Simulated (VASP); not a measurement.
# Fe (Im-3m) in VASP: a series of runs

Fe is run at these levels: PBEsol, revPBE+D4, PBE; tasks: single point.

Program: VASP 6.6.1. These are calculated values, not measurements. Logs are shortened: lines on timing, memory, paths and dates and some standing lists are left out, and cuts for length are marked.

## 1. The cell of the first run

Symmetry: Im-3m, No. 229, cubic system. The conventional cell has a = 2.784 Å, b = 2.784 Å, c = 2.784 Å, α = 90.00°, β = 90.00°, γ = 90.00°. Fe (site symmetry m-3m) has 14 Fe at 2.41 to 2.78 Å within 3.2 Å.

## 2. Single point, PBEsol, collinear spin, ferromagnetic start

INCAR reads:

```
SYSTEM = Fe
ALGO = Normal
EDIFF = 1E-6
ENCUT = 520
GGA = PS
ISIF = 2
ISMEAR = -1
ISPIN = 2
LASPH = .True.
LCHARG = .False.
LMAXMIX = 4
LORBIT = 11
LREAL = .False.
LWAVE = .False.
MAGMOM = 3
NBANDS = 14
NELM = 150
PREC = Accurate
SIGMA = 0.05
```

KPOINTS reads:

```
k-points
0
Gamma
  13 13 13
  0 0 0
```

POSCAR reads:

```
Fe
1.0
   -1.3920353497      1.3920353497      1.3920353497
    1.3920353497     -1.3920353497      1.3920353497
    1.3920353497      1.3920353497     -1.3920353497
Fe
1
Direct
    0.0000000000      0.0000000000      0.0000000000
```

Potentials or basis: VASP PAW PBE potentials, release 64 (Fe).

The run is started by

```sh
> cat potpaw_PBE.64/Fe/POTCAR > POTCAR
> mpirun -np 1 vasp_std > vasp.out
```

OUTCAR:

```text
SYSTEM = Fe
   EDIFF = 1E-6
   ENCUT = 520
   GGA = PS
   ISIF = 2
   ISMEAR = -1
   ISPIN = 2
   LASPH = .True.
   LORBIT = 11
   LREAL = .False.
   NELM = 150
   PREC = Accurate

 ion  position               nearest neighbor table
   1  0.000  0.000  0.000-

  LATTYP: Found a body centered cubic cell.
 ALAT       =     2.7840706994

  Lattice vectors:

 A1 = (  -1.3920353497,   1.3920353497,   1.3920353497)
 A2 = (   1.3920353497,  -1.3920353497,   1.3920353497)
 A3 = (   1.3920353497,   1.3920353497,  -1.3920353497)

Analysis of symmetry for initial positions (statically):
=====================================================================
 Subroutine PRICEL returns:
 Original cell was already a primitive cell.

 Routine SETGRP: Setting up the symmetry group for a
 body centered cubic supercell.

 Subroutine GETGRP returns: Found 48 space group operations
 (whereof 48 operations were pure point group operations)
 out of a pool of 48 trial point group operations.

The static configuration has the point symmetry O_h .

Analysis of symmetry for dynamics (positions and initial velocities):
=====================================================================
 Subroutine PRICEL returns:
 Original cell was already a primitive cell.

 Routine SETGRP: Setting up the symmetry group for a
 body centered cubic supercell.

 Subroutine GETGRP returns: Found 48 space group operations
 (whereof 48 operations were pure point group operations)
 out of a pool of 48 trial point group operations.

The dynamic configuration has the point symmetry O_h .

Analysis of structural, dynamic, and magnetic symmetry:
=====================================================================
 Subroutine PRICEL returns:
 Original cell was already a primitive cell.

 Routine SETGRP: Setting up the symmetry group for a
 body centered cubic supercell.

 Subroutine GETGRP returns: Found 48 space group operations
 (whereof 48 operations were pure point group operations)
 out of a pool of 48 trial point group operations.

The overall configuration has the point symmetry O_h .

 Subroutine INISYM returns: Found 48 space group operations
 (whereof 48 operations are pure point group operations),
 and found     1 'primitive' translations

----------------------------------------------------------------------------------------

                                     Primitive cell

  volume of cell :      10.7897

  direct lattice vectors                    reciprocal lattice vectors
    -1.392035350  1.392035350  1.392035350     0.000000000  0.359186281  0.359186281
     1.392035350 -1.392035350  1.392035350     0.359186281  0.000000000  0.359186281
     1.392035350  1.392035350 -1.392035350     0.359186281  0.359186281  0.000000000

  length of vectors
     2.411075952  2.411075952  2.411075952     0.507966110  0.507966110  0.507966110

  position of ions in fractional coordinates (direct lattice)
     0.000000000  0.000000000  0.000000000

  ion indices of the primitive-cell ions
   primitive index   ion index
                 1           1

----------------------------------------------------------------------------------------

 KPOINTS: k-points

Automatic generation of k-mesh.
 Grid dimensions read from file:
 generate k-points for:   13   13   13

 Generating k-lattice:

  Cartesian coordinates                     Fractional coordinates (reciprocal lattice)
     0.000000000  0.027629714  0.027629714     0.076923077  0.000000000  0.000000000
     0.027629714  0.000000000  0.027629714     0.000000000  0.076923077  0.000000000
     0.027629714  0.027629714  0.000000000     0.000000000  0.000000000  0.076923077

  Length of vectors
     0.039074316  0.039074316  0.039074316

  Shift w.r.t. Gamma in fractional coordinates (k-lattice)
     0.000000000  0.000000000  0.000000000

 Subroutine IBZKPT returns following result:
 ===========================================

 Found     84 irreducible k-points:

 Following reciprocal coordinates:
            Coordinates               Weight
  0.000000  0.000000  0.000000      1.000000
  0.076923  0.000000  0.000000     12.000000
  0.153846  0.000000  0.000000     12.000000
  0.230769  0.000000  0.000000     12.000000
  0.307692  0.000000  0.000000     12.000000
  0.384615  0.000000  0.000000     12.000000
[... 16 lines left out ...]
  0.153846  0.076923  0.076923     24.000000
  0.230769  0.076923  0.076923     24.000000
 [... further k-points ...]
   k-points           NKPTS =     84   k-points in BZ     NKDIM =     84   number of bands    NBANDS=     14
   number of dos      NEDOS =    301   number of ions     NIONS =      1
   total plane-waves  NPLWV =   5832
   dimension x,y,z NGX =    18 NGY =   18 NGZ =   18
   dimension x,y,z NGXF=    36 NGYF=   36 NGZF=   36
   ions per type =               1
   NGX,Y,Z   is equivalent  to a cutoff of  12.41, 12.41, 12.41 a.u.
   NGXF,Y,Z  is equivalent  to a cutoff of  24.82, 24.82, 24.82 a.u.
 SYSTEM =  Fe
   PREC   = accura    normal or accurate (medium, high low for compatibility)
   ISTART =      0    job   : 0-new  1-cont  2-samecut
   ICHARG =      2    charge: 1-file 2-atom 10-const
   ISPIN  =      2    spin polarized calculation?
   LNONCOLLINEAR =      F non collinear calculations
   LSORBIT =      F    spin-orbit coupling
   LASPH  =      T    aspherical Exc in radial PAW
   ENCUT  =  520.0 eV  38.22 Ry    6.18 a.u.   4.48  4.48  4.48*2*pi/ulx,y,z
   NELM   =    150;   NELMIN=  2; NELMDL= -5     # of ELM steps
   EDIFF  = 0.1E-05   stopping-criterion for ELM
   LREAL  =      F    real-space projection
   EDIFFG = 0.1E-04   stopping-criterion for IOM
   NSW    =      0    number of steps for IOM
   IBRION =     -1    ionic relax: 0-MD 1-quasi-New 2-CG
   NFREE  =      0    steps in history (QN), initial steepest desc. (CG)
   ISIF   =      2    stress and relaxation
   ISYM   =      2    0-nonsym 1-usesym 2-fastsym
   POTIM  = 0.5000    time-step for ionic-motion
   TEBEG  =    0.0;   TEEND  =   0.0 temperature during run
   PSTRESS=    0.0 pullay stress
   NELECT =       8.0000    total number of electrons
   NUPDOWN=      -1.0000    fix difference up-down
   EMIN   =  10.00;   EMAX   =-10.00  energy-range for DOS
   EFERMI =   0.00;   METHOD = LEGACY
   ISMEAR =    -1;   SIGMA  =   0.05  broadening in eV -4-tet -1-fermi 0-gaus
   EFERMI_NEDOS =   21; number of points for ismear=-14 and -15
   IALGO  =     38    algorithm
   IMIX   =      4    mixing-type and parameters
     AMIX     =   0.40;   BMIX     =  1.00
     AMIX_MAG =   1.60;   BMIX_MAG =  1.00
  volume/ion in A,a.u.               =      10.79        72.81
  Fermi-wavevector in a.u.,A,eV,Ry     =   1.481726  2.800056 29.871753  2.195512
  Thomas-Fermi vector in A             =   2.595600
   LORBIT       =     11    0 simple, 1 ext, 2 COOP (PROOUT), +10 PAW based schemes
   GGA     = PS    functional components
   LHFCALC =     F    Hartree Fock is set to
   AEXX    =    0.0000 exact exchange contribution
   IVDW    =     0    specifies the selected vdW correction
   LEPSILON=     F    determine dielectric tensor
   LRPA    =     F    only Hartree local field effects (RPA)
 spin polarized calculation
  energy-cutoff  :      520.00
  volume of cell :       10.79
 maximum number of plane-waves:       321
 NGX is ok and might be reduce to    18
   NGX =  9   NGY =  9   NGZ =  9

 number of electron       8.0000002 magnetization       2.0688023

 Free energy of the ion-electron system (eV)
  ---------------------------------------------------
  ext. energy  EPLUGINS =         0.00000000
  ---------------------------------------------------
  free energy    TOTEN  =        -8.92217687 eV

  energy without entropy =       -8.91341178  energy(sigma->0) =       -8.91779433

 E-fermi :   6.2672     XC(G=0): -13.5750

 val. band max:        6.2662161102   @ k =  -0.2308   0.3077   0.1538
 cond. band min:       6.2806326706   @ k =  -0.3846   0.4615   0.2308
 fundamental gap:      0.0144165604
 Fermi energy:         6.2671864969

 spin component 1

 k-point     1 :       0.0000    0.0000    0.0000
  band No.  band energies     occupation
      1      -2.6130      1.00000
      2       3.8213      1.00000
      3       3.8213      1.00000
      4       3.8213      1.00000
      5       5.1803      1.00000
      6       5.1803      1.00000
      7      31.6481      0.00000
      8      31.6481      0.00000
      9      31.6481      0.00000
     10      37.0927      0.00000
     11      37.0927      0.00000
     12      39.6793      0.00000
     13      39.6793      0.00000
     14      39.6793      0.00000
[... 375 lines left out ...]
 k-point    24 :       0.2308    0.0769    0.0769
  band No.  band energies     occupation
      1       0.9041      1.00000
      2       2.9114      1.00000
      3       3.3431      1.00000
      4       5.1268      1.00000
      5       5.3005      1.00000
      6       6.4571      0.02192
      7      20.1252      0.00000
      8      24.1524      0.00000
      9      26.4035      0.00000
     10      33.5980      0.00000
     11      38.1173      0.00000
     12      40.2304      0.00000
     13      42.2281      0.00000
     14      45.8052      0.00000

 [... further k-points ...]

 spin component 2

 k-point     1 :       0.0000    0.0000    0.0000
  band No.  band energies     occupation
      1      -2.3562      1.00000
      2       5.6151      1.00000
      3       5.6152      1.00000
      4       5.6152      1.00000
      5       7.7301      0.00000
      6       7.7302      0.00000
      7      31.5704      0.00000
      8      31.5704      0.00000
      9      31.5704      0.00000
     10      37.4143      0.00000
     11      37.4143      0.00000
     12      40.3771      0.00000
     13      40.3771      0.00000
     14      40.3771      0.00000
[... 375 lines left out ...]
 k-point    24 :       0.2308    0.0769    0.0769
  band No.  band energies     occupation
      1       1.4339      1.00000
      2       4.5431      1.00000
      3       4.8277      1.00000
      4       7.5380      0.00000
      5       7.8683      0.00000
      6       8.3066      0.00000
      7      20.9221      0.00000
      8      24.6258      0.00000
      9      27.1082      0.00000
     10      33.7605      0.00000
     11      38.7247      0.00000
     12      40.5565      0.00000
     13      42.6137      0.00000
     14      46.3720      0.00000

 [... further k-points ...]
[... 5 lines left out ...]
  --------------------------------------------------------------------------------------
  -------------------------------------------------------------------------------------
  Total        0.0067431      0.0067431      0.0067431      0.0000000      0.0000000      0.0000000
  in kB        1.0012845      1.0012845      1.0012845      0.0000000      0.0000000      0.0000000
  external PRESSURE =       1.0012845 kB  Pullay stress =       0.0000000 kB

 VOLUME and BASIS-vectors are now :
 -----------------------------------------------------------------------------
  energy-cutoff  :      520.00
  volume of cell :       10.79
      direct lattice vectors                 reciprocal lattice vectors
    -1.392035350  1.392035350  1.392035350     0.000000000  0.359186281  0.359186281
     1.392035350 -1.392035350  1.392035350     0.359186281  0.000000000  0.359186281
     1.392035350  1.392035350 -1.392035350     0.359186281  0.359186281  0.000000000

 POSITION                                       TOTAL-FORCE (eV/Angst)
 -----------------------------------------------------------------------------------
      0.00000      0.00000      0.00000         0.000000      0.000000      0.000000
 -----------------------------------------------------------------------------------
    total drift:                                0.000000      0.000000      0.000000

  FREE ENERGIE OF THE ION-ELECTRON SYSTEM (eV)
  ---------------------------------------------------
  free  energy   TOTEN  =        -8.9221768737 eV

  energy  without entropy=       -8.9134117795  energy(sigma->0) =       -8.91779433

 total charge

# of ion       s       p       d       tot
------------------------------------------
    1        0.512   0.591   6.282   7.386

 magnetization (x)

# of ion       s       p       d       tot
------------------------------------------
    1       -0.013  -0.051   2.114   2.050
```

Run time: 13 s. Hardware: 1 thread of Intel Xeon 6975P-C (Granite Rapids), shared host; peak memory 0.13 GiB.

Results:

| Quantity | Value |
| --- | --- |
| Free energy | -8.9222 eV |
| Pressure | 0.1 GPa |
| Net moment | 2.07 μB per cell |
| Site moments | Fe +2.05 μB |
| Valence electrons inside the program's atomic spheres | Fe 7.39 |

Levels at points of the mesh, in eV from the Fermi level:
Spin up:
```csv
k point,band 3,band 4,band 5,band 6,band 7,band 8
"(0.00, 0.00, 0.00)",-2.45,-2.45,-1.09,-1.09,25.38,25.38
```
Spin down:
```
           k point  band 1  band 2  band 3  band 4  band 5  band 6
(0.00, 0.00, 0.00)   -8.62   -0.65   -0.65   -0.65    1.46    1.46
```

Caveat: the PAW data sets were made with another functional, which shifts forces and pressure a little.

(Continued in part 2 of 2.)
